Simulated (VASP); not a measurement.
# P (Pm-3m) in VASP: further runs, part 2 of 2

VASP 6.6.1.

### Step 3. Single point, PBEsol+D3(BJ)

This run uses another cell than the first one, of 8.23 Å³/atom.

File INCAR:

```
  PREC = Accurate
  ENCUT = 500
  EDIFF = 1E-6
  ISMEAR = 0
  SIGMA = 0.1
  LREAL = False
  LASPH = True
  NELM = 120
  ALGO = Normal
  ISIF = 2
  LWAVE = False
  LCHARG = False
  GGA = PS
  IVDW = 12
  NBANDS = 8
  GGA_COMPAT = False
```

File KPOINTS:

```
Automatic mesh
0
Gamma
  20 20 20
```

File POSCAR:

```
P
1.0
    2.0185785750      0.0000000000      0.0000000000
    0.0000000000      2.0185785750      0.0000000000
    0.0000000000      0.0000000000      2.0185785750
P
1
Direct
    0.0000000000      0.0000000000      0.0000000000
```

Potentials or basis: VASP PAW PBE potentials, release 64 (P).

Command:

```console
$ cat potpaw_PBE.64/P/POTCAR > POTCAR
$ mpirun -np 1 vasp_std > vasp.out
```

OUTCAR:

```text
PREC = Accurate
   ENCUT = 500
   EDIFF = 1E-6
   ISMEAR = 0
   LREAL = False
   LASPH = True
   NELM = 120
   ISIF = 2
   GGA = PS
   IVDW = 12
 IVDW          = 12

 ion  position               nearest neighbor table
   1  0.000  0.000  0.000-

  LATTYP: Found a simple cubic cell.
 ALAT       =     2.0185785750

  Lattice vectors:

 A1 = (   2.0185785750,   0.0000000000,   0.0000000000)
 A2 = (   0.0000000000,   2.0185785750,   0.0000000000)
 A3 = (   0.0000000000,   0.0000000000,   2.0185785750)

Analysis of symmetry for initial positions (statically):
=====================================================================
 Subroutine PRICEL returns:
 Original cell was already a primitive cell.

 Routine SETGRP: Setting up the symmetry group for a
 simple cubic supercell.

 Subroutine GETGRP returns: Found 48 space group operations
 (whereof 48 operations were pure point group operations)
 out of a pool of 48 trial point group operations.

The static configuration has the point symmetry O_h .

Analysis of symmetry for dynamics (positions and initial velocities):
=====================================================================
 Subroutine PRICEL returns:
 Original cell was already a primitive cell.

 Routine SETGRP: Setting up the symmetry group for a
 simple cubic supercell.

 Subroutine GETGRP returns: Found 48 space group operations
 (whereof 48 operations were pure point group operations)
 out of a pool of 48 trial point group operations.

The dynamic configuration has the point symmetry O_h .

 Subroutine INISYM returns: Found 48 space group operations
 (whereof 48 operations are pure point group operations),
 and found     1 'primitive' translations

----------------------------------------------------------------------------------------

                                     Primitive cell

[... 108 lines left out ...]
     AMIX_MAG =   1.60;   BMIX_MAG =  1.00
  volume/ion in A,a.u.               =       8.23        55.51
  Fermi-wavevector in a.u.,A,eV,Ry     =   1.386817  2.620704 26.167562  1.923262
  Thomas-Fermi vector in A             =   2.511097
   LORBIT       =      0    0 simple, 1 ext, 2 COOP (PROOUT), +10 PAW based schemes
   GGA     = PS    functional components
   LHFCALC =     F    Hartree Fock is set to
   AEXX    =    0.0000 exact exchange contribution
   IVDW    =    12    specifies the selected vdW correction
   LEPSILON=     F    determine dielectric tensor
   LRPA    =     F    only Hartree local field effects (RPA)
 non-spin polarized calculation
 Gauss-broadening in eV      SIGMA  =   0.10
  energy-cutoff  :      500.00
  volume of cell :        8.23
 maximum number of plane-waves:       228
 NGX is ok and might be reduce to    16
   NGX =  7   NGY =  7   NGZ =  7

 number of electron       4.9999998 magnetization

 Free energy of the ion-electron system (eV)
  ---------------------------------------------------
  ext. energy  EPLUGINS =         0.00000000
  ---------------------------------------------------
  free energy    TOTEN  =        -3.25259293 eV

  energy without entropy =       -3.25100079  energy(sigma->0) =       -3.25179686

 E-fermi :  19.2577     XC(G=0): -14.0058

 val. band max:       19.2572023563   @ k =   0.1500   0.0000   0.0000
 cond. band min:      19.2810407404   @ k =   0.4500   0.4000   0.1000
 fundamental gap:      0.0238383842
 Fermi energy:        19.2577496383

 k-point     1 :       0.0000    0.0000    0.0000
  band No.  band energies     occupation
      1      -4.0187      2.00000
      2      25.4746      0.00000
      3      25.4746      0.00000
      4      28.6385      0.00000
      5      28.6385      0.00000
      6      28.6385      0.00000
      7      42.3003      0.00000
      8      53.8198      0.00000
[... 243 lines left out ...]
 k-point    24 :       0.2000    0.1000    0.0000
  band No.  band energies     occupation
      1      -2.2909      2.00000
      2      17.0420      2.00000
      3      23.3589      0.00000
      4      30.0421      0.00000
      5      31.3134      0.00000
      6      37.8069      0.00000
      7      43.7426      0.00000
      8      47.2590      0.00000

 [... further k-points ...]

------------------------ aborting loop because EDIFF is reached ----------------------------------------

 Edisp (eV)   -0.69791

 E8    (eV) :    -0.4154

  FORCE on cell =-STRESS in cart. coord.  units (eV):
  Direction    XX          YY          ZZ          XY          YZ          ZX
  --------------------------------------------------------------------------------------
  -------------------------------------------------------------------------------------
  Total      10.34290    10.34290    10.34290    -0.00000    -0.00000     0.00000
  in kB    2014.72617  2014.72617  2014.72617    -0.00000    -0.00000     0.00000
  external pressure =     2014.73 kB  Pullay stress =        0.00 kB

 VOLUME and BASIS-vectors are now :
 -----------------------------------------------------------------------------
  energy-cutoff  :      500.00
  volume of cell :        8.23
      direct lattice vectors                 reciprocal lattice vectors
     2.018578575  0.000000000  0.000000000     0.495398105  0.000000000  0.000000000
     0.000000000  2.018578575  0.000000000     0.000000000  0.495398105  0.000000000
     0.000000000  0.000000000  2.018578575     0.000000000  0.000000000  0.495398105

 POSITION                                       TOTAL-FORCE (eV/Angst)
 -----------------------------------------------------------------------------------
      0.00000      0.00000      0.00000         0.000000      0.000000      0.000000
 -----------------------------------------------------------------------------------
    total drift:                               -0.000000      0.000000      0.000000

  FREE ENERGIE OF THE ION-ELECTRON SYSTEM (eV)
  ---------------------------------------------------
  free  energy   TOTEN  =        -3.9505067206 eV

  energy  without entropy=       -3.9489145833  energy(sigma->0) =       -3.94971065
```

stdout:

```text
POSCAR found type information on POSCAR P
 POSCAR found :  1 types and       1 ions
 scaLAPACK will be used
 -----------------------------------------------------------------------------
|                                                                             |
|                                                                             |
|     You enforced a specific xc type in the INCAR file but a different       |
|     I HOPE YOU KNOW WHAT YOU ARE DOING!                                     |
|                                                                             |
 -----------------------------------------------------------------------------

 LDA part: xc-table for (Slater+PW92), standard interpolation
 POSCAR, INCAR and KPOINTS ok, starting setup
 FFT: planning ... GRIDC
 FFT: planning ... GRID_SOFT
 FFT: planning ... GRID
 WAVECAR not read
 entering main loop
```

Run time: 9 s. Hardware: 1 thread of AMD EPYC 7R13 (Zen 3), shared host; peak memory 0.1 GiB.

Results:

```
Free energy                : -3.9505 eV
Pressure                   : 201.5 GPa
Band gap on the k mesh     : zero (an odd number of electrons rules out a gap without spin polarisation)
Dispersion energy per atom : -0.698 eV
```

Levels at points of the mesh, in eV from the Fermi level:
```csv
k point,band 1,band 2,band 3,band 4,band 5
"(0.00, 0.00, 0.00)",-23.28,6.22,6.22,9.38,9.38
"(0.50, 0.00, 0.00)",-15.32,-14.23,10.38,15.60,15.60
"(0.50, 0.50, 0.00)",-8.01,-8.01,-6.21,-3.15,21.93
"(0.50, 0.50, 0.50)",-2.05,-2.05,-2.05,2.60,2.60
```

Caveat: the cell stands under pressure; the PAW data sets were made with another functional, which shifts forces and pressure a little; an odd number of electrons without spin polarisation forces a metal; a magnetic or distorted state may lie lower.

### Step 4. Single point, PBEsol+D3(BJ)

This run uses another cell than the first one, of 8.23 Å³/atom.

File INCAR:

```
SYSTEM = P
ALGO = Normal
EDIFF = 1E-6
ENCUT = 500
GGA = PS
GGA_COMPAT = .FALSE.
ISIF = 2
ISMEAR = 0
IVDW = 12
LASPH = .TRUE.
LCHARG = .TRUE.
LELF = .TRUE.
LREAL = .FALSE.
LVHAR = .TRUE.
LWAVE = .FALSE.
NBANDS = 8
NELM = 120
PREC = Accurate
SIGMA = 0.1
```

File KPOINTS:

```
k-points
0
G
  20 20 20
  0 0 0
```

POSCAR is that of step 3.

Potentials or basis: VASP PAW PBE potentials, release 64 (P).

Command:

```console
$ cat potpaw_PBE.64/P/POTCAR > POTCAR
$ mpirun -np 1 vasp_std > vasp.out
```

OUTCAR:

```text
SYSTEM = P
   EDIFF = 1E-6
   ENCUT = 500
   GGA = PS
   ISIF = 2
   ISMEAR = 0
   IVDW = 12
   LASPH = .TRUE.
   LREAL = .FALSE.
   NELM = 120
   PREC = Accurate
 IVDW          = 12

 ion  position               nearest neighbor table
   1  0.000  0.000  0.000-

  LATTYP: Found a simple cubic cell.
 ALAT       =     2.0185785750

  Lattice vectors:

 A1 = (   2.0185785750,   0.0000000000,   0.0000000000)
 A2 = (   0.0000000000,   2.0185785750,   0.0000000000)
 A3 = (   0.0000000000,   0.0000000000,   2.0185785750)

Analysis of symmetry for initial positions (statically):
=====================================================================
 Subroutine PRICEL returns:
 Original cell was already a primitive cell.

 Routine SETGRP: Setting up the symmetry group for a
 simple cubic supercell.

 Subroutine GETGRP returns: Found 48 space group operations
 (whereof 48 operations were pure point group operations)
 out of a pool of 48 trial point group operations.

The static configuration has the point symmetry O_h .

Analysis of symmetry for dynamics (positions and initial velocities):
=====================================================================
[... 162 lines left out ...]
 Fermi energy:        19.2577496383

 k-point     1 :       0.0000    0.0000    0.0000
  band No.  band energies     occupation
      1      -4.0187      2.00000
      2      25.4746      0.00000
      3      25.4746      0.00000
      4      28.6385      0.00000
      5      28.6385      0.00000
      6      28.6385      0.00000
      7      42.3003      0.00000
      8      53.8198      0.00000
[... 243 lines left out ...]
 k-point    24 :       0.2000    0.1000    0.0000
  band No.  band energies     occupation
      1      -2.2909      2.00000
      2      17.0420      2.00000
      3      23.3589      0.00000
      4      30.0421      0.00000
      5      31.3134      0.00000
      6      37.8069      0.00000
      7      43.7426      0.00000
      8      47.2590      0.00000

 [... further k-points ...]

------------------------ aborting loop because EDIFF is reached ----------------------------------------

 Edisp (eV)   -0.69791

 E8    (eV) :    -0.4154

  FORCE on cell =-STRESS in cart. coord.  units (eV):
  Direction    XX          YY          ZZ          XY          YZ          ZX
  --------------------------------------------------------------------------------------
  -------------------------------------------------------------------------------------
  Total      10.34290    10.34290    10.34290    -0.00000    -0.00000     0.00000
  in kB    2014.72617  2014.72617  2014.72617    -0.00000    -0.00000     0.00000
  external pressure =     2014.73 kB  Pullay stress =        0.00 kB

 VOLUME and BASIS-vectors are now :
 -----------------------------------------------------------------------------
  energy-cutoff  :      500.00
  volume of cell :        8.23
      direct lattice vectors                 reciprocal lattice vectors
     2.018578575  0.000000000  0.000000000     0.495398105  0.000000000  0.000000000
     0.000000000  2.018578575  0.000000000     0.000000000  0.495398105  0.000000000
     0.000000000  0.000000000  2.018578575     0.000000000  0.000000000  0.495398105

 POSITION                                       TOTAL-FORCE (eV/Angst)
 -----------------------------------------------------------------------------------
      0.00000      0.00000      0.00000         0.000000      0.000000      0.000000
 -----------------------------------------------------------------------------------
    total drift:                               -0.000000      0.000000      0.000000

  FREE ENERGIE OF THE ION-ELECTRON SYSTEM (eV)
  ---------------------------------------------------
  free  energy   TOTEN  =        -3.9505067206 eV

  energy  without entropy=       -3.9489145833  energy(sigma->0) =       -3.94971065
```

stdout:

```text
POSCAR found type information on POSCAR P
 POSCAR found :  1 types and       1 ions
 scaLAPACK will be used
 -----------------------------------------------------------------------------
|                                                                             |
|                                                                             |
|     You enforced a specific xc type in the INCAR file but a different       |
|     I HOPE YOU KNOW WHAT YOU ARE DOING!                                     |
|                                                                             |
 -----------------------------------------------------------------------------

 LDA part: xc-table for (Slater+PW92), standard interpolation
 POSCAR, INCAR and KPOINTS ok, starting setup
 FFT: planning ... GRIDC
 FFT: planning ... GRID_SOFT
 FFT: planning ... GRID
 WAVECAR not read
 entering main loop
```

It took 9.1 s on 1 thread of AMD EPYC 7R13 (Zen 3), shared host; peak memory 0.1 GiB.

What came out:

| Property | Result |
| --- | --- |
| Free energy | -3.9505 eV |
| Pressure | 201.5 GPa |
| Band gap on the k mesh | zero (an odd number of electrons rules out a gap without spin polarisation) |
| Dispersion energy per atom | -0.698 eV |

Caveat: the cell stands under pressure; the PAW data sets were made with another functional, which shifts forces and pressure a little; an odd number of electrons without spin polarisation forces a metal; a magnetic or distorted state may lie lower.

The gap in the log of VASP goes by the Fermi energy; the results here count the filled bands.